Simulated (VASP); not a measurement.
# Ge2S (R3m) in VASP: further runs

The runs below take Ge2S through single point, relaxation of cell and atoms, with PBE.

All numbers are computed with VASP 6.6.1; they aren't measurements. Logs are shortened: lines on timing, memory, paths and dates and some standing lists are left out, and cuts for length are marked.

## 1. The cell of the first run

It takes space group R3m (No. 160, trigonal). The conventional cell has a = 3.376 Å, b = 3.376 Å, c = 17.818 Å, α = 90.00°, β = 90.00°, γ = 120.00°. Within 3.3 Å of Ge (site symmetry 3m) lie 3 S at 2.53 Å and 3 Ge at 3.02 Å. Ge (site symmetry 3m) has 3 S at 2.81 Å and 10 Ge at 3.02 to 3.63 Å within 3.7 Å. S (site symmetry 3m) has 6 Ge at 2.53 to 2.81 Å within 3.3 Å.

## 2. Single point, PBE

File INCAR:

```
  PREC = Accurate
  ENCUT = 520
  EDIFF = 1E-6
  ISMEAR = 0
  SIGMA = 0.1
  LREAL = False
  LASPH = True
  NELM = 60
  ALGO = Normal
  ISIF = 2
  LWAVE = False
  LCHARG = False
  GGA = PE
  NBANDS = 24
```

File KPOINTS:

```
regular mesh
0
Gamma
  6 6 6
```

File POSCAR:

```
Ge2S
1.0
    1.6877738129      0.9744366652      5.9393929019
   -1.6877738129      0.9744366652      5.9393929019
    0.0000000000     -1.9488733304      5.9393929019
Ge S
2 1
Direct
    0.7646753122      0.7646753122      0.7646753122
    0.5609331064      0.5609331064      0.5609331064
    0.0076915814      0.0076915814      0.0076915814
```

Potentials or basis: VASP PAW PBE potentials, release 64 (Ge_d, S).

On the command line:

```bash
> cat potpaw_PBE.64/Ge_d/POTCAR potpaw_PBE.64/S/POTCAR > POTCAR
> mpirun -np 1 vasp_std > vasp.out
```

OUTCAR:

```text
PREC = Accurate
   ENCUT = 520
   EDIFF = 1E-6
   ISMEAR = 0
   LREAL = False
   LASPH = True
   NELM = 60
   ISIF = 2
   GGA = PE

 ion  position               nearest neighbor table
   1  0.765  0.765  0.765-   3 2.53   3 2.53   3 2.53
   2  0.561  0.561  0.561-   3 2.81   3 2.81   3 2.81
   3  0.008  0.008  0.008-   1 2.53   1 2.53   1 2.53   2 2.81   2 2.81   2 2.81

  LATTYP: Found a trigonal (rhomboedric) cell.
 ALAT       =     6.2509595504
 COS(alpha) =     0.8541974543

  Lattice vectors:

 A1 = (   1.6877738129,   0.9744366652,   5.9393929019)
 A2 = (  -1.6877738129,   0.9744366652,   5.9393929019)
 A3 = (   0.0000000000,  -1.9488733304,   5.9393929019)

Analysis of symmetry for initial positions (statically):
=====================================================================
 Subroutine PRICEL returns:
 Original cell was already a primitive cell.

 Routine SETGRP: Setting up the symmetry group for a
 trigonal (rhombohedral) supercell.

 Subroutine GETGRP returns: Found  6 space group operations
 (whereof  6 operations were pure point group operations)
 out of a pool of 12 trial point group operations.

The static configuration has the point symmetry C_3v.

Analysis of symmetry for dynamics (positions and initial velocities):
=====================================================================
 Subroutine PRICEL returns:
 Original cell was already a primitive cell.

 Routine SETGRP: Setting up the symmetry group for a
 trigonal (rhombohedral) supercell.

 Subroutine GETGRP returns: Found  6 space group operations
 (whereof  6 operations were pure point group operations)
 out of a pool of 12 trial point group operations.

The dynamic configuration has the point symmetry C_3v.

 Subroutine INISYM returns: Found  6 space group operations
 (whereof  6 operations are pure point group operations),
 and found     1 'primitive' translations

----------------------------------------------------------------------------------------

                                     Primitive cell

  volume of cell :      58.6086

  direct lattice vectors                    reciprocal lattice vectors
     1.687773813  0.974436665  5.939392902     0.296248227  0.171038994  0.056122459
    -1.687773813  0.974436665  5.939392902    -0.296248227  0.171038994  0.056122459
     0.000000000 -1.948873330  5.939392902     0.000000000 -0.342077987  0.056122459

  length of vectors
     6.250959550  6.250959550  6.250959550     0.346651237  0.346651237  0.346651237

  position of ions in fractional coordinates (direct lattice)
     0.764675312  0.764675312  0.764675312
     0.560933106  0.560933106  0.560933106
     0.007691581  0.007691581  0.007691581

  ion indices of the primitive-cell ions
   primitive index   ion index
                 1           1
                 2           2
                 3           3

----------------------------------------------------------------------------------------

 KPOINTS: regular mesh

Automatic generation of k-mesh.
 Grid dimensions read from file:
 generate k-points for:    6    6    6

 Generating k-lattice:

  Cartesian coordinates                     Fractional coordinates (reciprocal lattice)
     0.049374705  0.028506499  0.009353743     0.166666667  0.000000000 -0.000000000
    -0.049374705  0.028506499  0.009353743     0.000000000  0.166666667 -0.000000000
     0.000000000 -0.057012998  0.009353743    -0.000000000 -0.000000000  0.166666667

  Length of vectors
     0.057775206  0.057775206  0.057775206

  Shift w.r.t. Gamma in fractional coordinates (k-lattice)
     0.000000000  0.000000000  0.000000000

 Subroutine IBZKPT returns following result:
 ===========================================

 Found     32 irreducible k-points:

 Following reciprocal coordinates:
            Coordinates               Weight
  0.000000  0.000000  0.000000      1.000000
  0.166667  0.000000  0.000000      6.000000
  0.333333  0.000000  0.000000      6.000000
  0.500000  0.000000  0.000000      3.000000
  0.166667  0.166667  0.000000      6.000000
  0.333333  0.166667  0.000000     12.000000
[... 16 lines left out ...]
  0.500000  0.500000  0.166667      6.000000
 -0.333333  0.500000  0.166667     12.000000
 [... further k-points ...]
   k-points           NKPTS =     32   k-points in BZ     NKDIM =     32   number of bands    NBANDS=     24
   number of dos      NEDOS =    301   number of ions     NIONS =      3
   total plane-waves  NPLWV = 110592
   dimension x,y,z NGX =    48 NGY =   48 NGZ =   48
   dimension x,y,z NGXF=    96 NGYF=   96 NGZF=   96
   ions per type =               2   1
   NGX,Y,Z   is equivalent  to a cutoff of  12.77, 12.77, 12.77 a.u.
   NGXF,Y,Z  is equivalent  to a cutoff of  25.53, 25.53, 25.53 a.u.
 SYSTEM =  unknown system
   PREC   = accura    normal or accurate (medium, high low for compatibility)
   ISTART =      0    job   : 0-new  1-cont  2-samecut
   ICHARG =      2    charge: 1-file 2-atom 10-const
   ISPIN  =      1    spin polarized calculation?
   LNONCOLLINEAR =      F non collinear calculations
   LSORBIT =      F    spin-orbit coupling
   LASPH  =      T    aspherical Exc in radial PAW
   ENCUT  =  520.0 eV  38.22 Ry    6.18 a.u.  11.62 11.62 11.62*2*pi/ulx,y,z
   NELM   =     60;   NELMIN=  2; NELMDL= -5     # of ELM steps
   EDIFF  = 0.1E-05   stopping-criterion for ELM
   LREAL  =      F    real-space projection
   EDIFFG = 0.1E-04   stopping-criterion for IOM
   NSW    =      0    number of steps for IOM
   IBRION =     -1    ionic relax: 0-MD 1-quasi-New 2-CG
   NFREE  =      0    steps in history (QN), initial steepest desc. (CG)
   ISIF   =      2    stress and relaxation
   ISYM   =      2    0-nonsym 1-usesym 2-fastsym
   POTIM  = 0.5000    time-step for ionic-motion
   TEBEG  =    0.0;   TEEND  =   0.0 temperature during run
   PSTRESS=    0.0 pullay stress
   NELECT =      34.0000    total number of electrons
   NUPDOWN=      -1.0000    fix difference up-down
   EMIN   =  10.00;   EMAX   =-10.00  energy-range for DOS
   EFERMI =   0.00;   METHOD = LEGACY
   ISMEAR =     0;   SIGMA  =   0.10  broadening in eV -4-tet -1-fermi 0-gaus
   EFERMI_NEDOS =   21; number of points for ismear=-14 and -15
   IALGO  =     38    algorithm
   IMIX   =      4    mixing-type and parameters
     AMIX     =   0.40;   BMIX     =  1.00
     AMIX_MAG =   1.60;   BMIX_MAG =  1.00
  volume/ion in A,a.u.               =      19.54       131.84
  Fermi-wavevector in a.u.,A,eV,Ry     =   1.365361  2.580158 25.364117  1.864210
  Thomas-Fermi vector in A             =   2.491596
   LORBIT       =      0    0 simple, 1 ext, 2 COOP (PROOUT), +10 PAW based schemes
   GGA     = PE    functional components
   LHFCALC =     F    Hartree Fock is set to
   AEXX    =    0.0000 exact exchange contribution
   IVDW    =     0    specifies the selected vdW correction
   LEPSILON=     F    determine dielectric tensor
   LRPA    =     F    only Hartree local field effects (RPA)
 non-spin polarized calculation
 Gauss-broadening in eV      SIGMA  =   0.10
  energy-cutoff  :      520.00
  volume of cell :       58.61
 maximum number of plane-waves:      1603
 NGX is ok and might be reduce to    48
   NGX = 23   NGY = 23   NGZ = 23

 number of electron      34.0000000 magnetization

 Free energy of the ion-electron system (eV)
  ---------------------------------------------------
  ext. energy  EPLUGINS =         0.00000000
  ---------------------------------------------------
  free energy    TOTEN  =       -12.62175742 eV

  energy without entropy =      -12.61089597  energy(sigma->0) =      -12.61632670

 E-fermi :   6.2830     XC(G=0): -10.6963

 val. band max:        6.2676266395   @ k =  -0.3333   0.1667  -0.0000
 cond. band min:       6.3150714763   @ k =   0.5000   0.3333   0.0000
 fundamental gap:      0.0474448368
 Fermi energy:         6.2829831330

 k-point     1 :       0.0000    0.0000    0.0000
  band No.  band energies     occupation
      1     -18.7178      2.00000
      2     -18.7178      2.00000
      3     -18.7008      2.00000
      4     -18.6939      2.00000
      5     -18.6939      2.00000
      6     -18.6308      2.00000
[... 16 lines left out ...]
     23      14.5970      0.00000
     24      15.0478      0.00000

 k-point     2 :       0.1667    0.0000    0.0000
  band No.  band energies     occupation
      1     -18.7204      2.00000
      2     -18.7114      2.00000
      3     -18.6991      2.00000
      4     -18.6959      2.00000
      5     -18.6938      2.00000
      6     -18.6282      2.00000
[... 16 lines left out ...]
     23      13.7924      0.00000
     24      14.3775      0.00000

 k-point     3 :       0.3333    0.0000    0.0000
  band No.  band energies     occupation
      1     -18.7274      2.00000
      2     -18.7060      2.00000
      3     -18.7040      2.00000
      4     -18.6894      2.00000
      5     -18.6882      2.00000
      6     -18.6312      2.00000
[... 16 lines left out ...]
     23      12.8837      0.00000
     24      14.0595      0.00000

 k-point     4 :       0.5000    0.0000    0.0000
  band No.  band energies     occupation
      1     -18.7316      2.00000
      2     -18.7097      2.00000
      3     -18.7037      2.00000
      4     -18.6861      2.00000
      5     -18.6819      2.00000
      6     -18.6333      2.00000
[... 16 lines left out ...]
     23      12.6259      0.00000
     24      13.8672      0.00000

 k-point     5 :       0.1667    0.1667    0.0000
  band No.  band energies     occupation
      1     -18.7205      2.00000
      2     -18.7114      2.00000
      3     -18.6989      2.00000
      4     -18.6959      2.00000
      5     -18.6940      2.00000
      6     -18.6278      2.00000
[... 451 lines left out ...]
 k-point    22 :      -0.1667    0.3333    0.1667
  band No.  band energies     occupation
      1     -18.7250      2.00000
      2     -18.7085      2.00000
      3     -18.7039      2.00000
      4     -18.6903      2.00000
      5     -18.6845      2.00000
      6     -18.6259      2.00000
[... 16 lines left out ...]
     23      13.5712      0.00000
     24      15.1800      0.00000

 k-point    23 :       0.5000    0.5000    0.1667
  band No.  band energies     occupation
      1     -18.7280      2.00000
      2     -18.7053      2.00000
      3     -18.7052      2.00000
      4     -18.6894      2.00000
      5     -18.6882      2.00000
      6     -18.6304      2.00000
[... 16 lines left out ...]
     23      12.4950      0.00000
     24      15.2570      0.00000

 k-point    24 :      -0.3333    0.5000    0.1667
  band No.  band energies     occupation
      1     -18.7254      2.00000
      2     -18.7088      2.00000
      3     -18.7042      2.00000
      4     -18.6905      2.00000
      5     -18.6843      2.00000
      6     -18.6261      2.00000
[... 16 lines left out ...]
     23      13.9857      0.00000
     24      16.0863      0.00000

 [... further k-points ...]
[... 5 lines left out ...]
  --------------------------------------------------------------------------------------
  -------------------------------------------------------------------------------------
  Total        0.1143457      0.1143457      0.0795114     -0.0000000      0.0000000      0.0000000
  in kB        3.1258579      3.1258579      2.1735962     -0.0000000      0.0000000      0.0000000
  external PRESSURE =       2.8084374 kB  Pullay stress =       0.0000000 kB

 VOLUME and BASIS-vectors are now :
 -----------------------------------------------------------------------------
  energy-cutoff  :      520.00
  volume of cell :       58.61
      direct lattice vectors                 reciprocal lattice vectors
     1.687773813  0.974436665  5.939392902     0.296248227  0.171038994  0.056122459
    -1.687773813  0.974436665  5.939392902    -0.296248227  0.171038994  0.056122459
     0.000000000 -1.948873330  5.939392902     0.000000000 -0.342077987  0.056122459

 POSITION                                       TOTAL-FORCE (eV/Angst)
 -----------------------------------------------------------------------------------
      0.00000      0.00000     13.62512         0.000000      0.000000      0.015025
      0.00000      0.00000      9.99481         0.000000     -0.000000     -0.021236
      0.00000      0.00000      0.13705         0.000000      0.000000      0.006210
 -----------------------------------------------------------------------------------
    total drift:                               -0.000000     -0.000000      0.000249

  FREE ENERGIE OF THE ION-ELECTRON SYSTEM (eV)
  ---------------------------------------------------
  free  energy   TOTEN  =       -12.6217574225 eV

  energy  without entropy=      -12.6108959695  energy(sigma->0) =      -12.61632670
```

Run time: 67 s. Hardware: 1 thread of Intel Xeon Platinum 8375C at 2.90GHz (Ice Lake), shared host; peak memory 0.32 GiB.

Results:

```yaml
Free_energy: -12.6218 eV
Pressure: 0.3 GPa
Largest_force: 0.021 eV/Å
Band_gap_on_the_k_mesh: zero (band 17 reaches 9.67 eV, above the bottom of band 18 at 5.33 eV)
```

Forces on the atoms (eV/Å):
```
Ge   0.000  0.000  0.015
Ge   0.000  0.000 -0.021
S    0.000  0.000  0.006
```

Caveat: the k points lie up to 0.36 Å⁻¹ apart.

## 3. Relaxation of cell and atoms, PBE

This run uses another cell than the first one, of 17.60 Å³/atom, 0.901 times its volume.

File INCAR:

```
SYSTEM = Ge2S
PREC = Accurate
ENCUT = 600
EDIFF = 1E-6
ISMEAR = 0
SIGMA = 0.1
LREAL = .FALSE.
LASPH = .TRUE.
NELM = 60
ALGO = Normal
ISIF = 3
LWAVE = .FALSE.
LCHARG = .FALSE.
GGA = PE
IBRION = 2
NSW = 90
EDIFFG = -0.04
```

File KPOINTS:

```
Automatic mesh
0
G
  6 6 6
  0 0 0
```

File POSCAR:

```
Ge2S
1.0
    1.5788254429      0.9115352945      6.1129731384
   -1.5788254429      0.9115352945      6.1129731384
    0.0000000000     -1.8230705889      6.1129731384
Ge S
2 1
Direct
    0.7484000000      0.7484000000      0.7484000000
    0.5849000000      0.5849000000      0.5849000000
    0.0000000000      0.0000000000      0.0000000000
```

Potentials or basis: VASP PAW PBE potentials, release 64 (Ge_d, S).

On the command line:

```bash
> cat potpaw_PBE.64/Ge_d/POTCAR potpaw_PBE.64/S/POTCAR > POTCAR
> mpirun -np 1 vasp_std > vasp.out
```

Run time: 29 min. Hardware: 1 thread of Intel Xeon Platinum 8375C at 2.90GHz (Ice Lake), shared host; peak memory 0.44 GiB.

Results (log left out):

- Free energy: -12.6217 eV
- Relaxed volume: 19.60 Å³/atom
- Relaxed cell: a = 6.250 Å, b = 6.250 Å, c = 6.250 Å, α = 31.39°, β = 31.39°, γ = 31.39°
- Space group after relaxing (to 0.05 Å): R3m (No. 160)
- Energy gained by relaxing: 518.4 meV/atom
- Ionic steps: 24
- Pressure after relaxing: 0.3 GPa
- Largest force after relaxing: 0.023 eV/Å
- Band gap on the k mesh: zero (band 17 reaches 9.59 eV, above the bottom of band 18 at 5.31 eV)

Forces in eV/Å, atoms in the order of the input:
```
Ge   0.000  0.000  0.023
Ge   0.000  0.000 -0.008
S    0.000  0.000 -0.015
```

Stress tensor (GPa, compression positive):
```
0.23 0.00 0.00
0.00 0.23 0.00
0.00 0.00 0.32
```

Step by step:
```csv
step,energy change (eV),largest force (eV/Å),pressure (GPa),volume (Å³)
1,0.0000,4.1373,24.50,52.79
2,-0.7953,0.8990,-8.78,76.06
3,-1.2699,0.4667,-2.00,65.45
4,-1.2722,0.5595,-1.48,64.92
5,-1.2723,0.6080,-1.28,64.65
6,-1.2717,0.6544,-0.97,64.39
7,-1.3126,0.6552,-0.48,63.25
8,-1.4210,0.5994,0.92,59.86
9,-1.4443,0.1761,6.35,53.35
10,-1.4726,0.4703,3.49,56.36
11,-1.5028,0.3056,2.31,56.74
12,-1.5332,0.2766,0.46,57.62
13,-1.5407,0.2015,0.34,57.88
14,-1.5474,0.1156,0.18,58.39
15,-1.5475,0.1106,0.17,58.45
16,-1.5483,0.1094,0.00,58.60
17,-1.5497,0.1077,-0.46,59.06
18,-1.5504,0.1002,-0.26,59.02
19,-1.5522,0.0748,-0.05,58.89
20,-1.5539,0.0654,0.07,58.63
21,-1.5539,0.0866,0.49,58.55
22,-1.5539,0.0691,0.25,58.60
23,-1.5547,0.0496,0.32,58.67
24,-1.5553,0.0228,0.26,58.79
```

Final structure:
```
Ge S
1.0
     1.69068    0.97611    5.93710
    -1.69068    0.97611    5.93710
     0.00000   -1.95223    5.93710
Ge S
2 1
Direct
  0.76462 0.76462 0.76462
  0.56033 0.56033 0.56033
  0.00835 0.00835 0.00835
```

Levels at points of the mesh, in eV from the Fermi level:
```tsv
k point	band 13	band 14	band 15	band 16	band 17	band 18	band 19	band 20	band 21
(0.00, 0.00, 0.00)	-9.32	-1.48	-1.48	-0.14	0.58	3.72	3.72	4.80	4.80
(0.50, 0.00, 0.00)	-7.22	-5.27	-4.38	-2.90	-2.45	1.16	1.23	2.30	5.38
(0.50, 0.50, 0.00)	-7.84	-5.93	-3.02	-2.87	-1.92	1.06	1.98	2.72	3.35
(0.50, 0.50, 0.50)	-5.77	-4.39	-1.50	-1.50	3.33	3.74	3.74	4.55	4.96
```

Caveat: the k points lie up to 0.36 Å⁻¹ apart in the final cell.
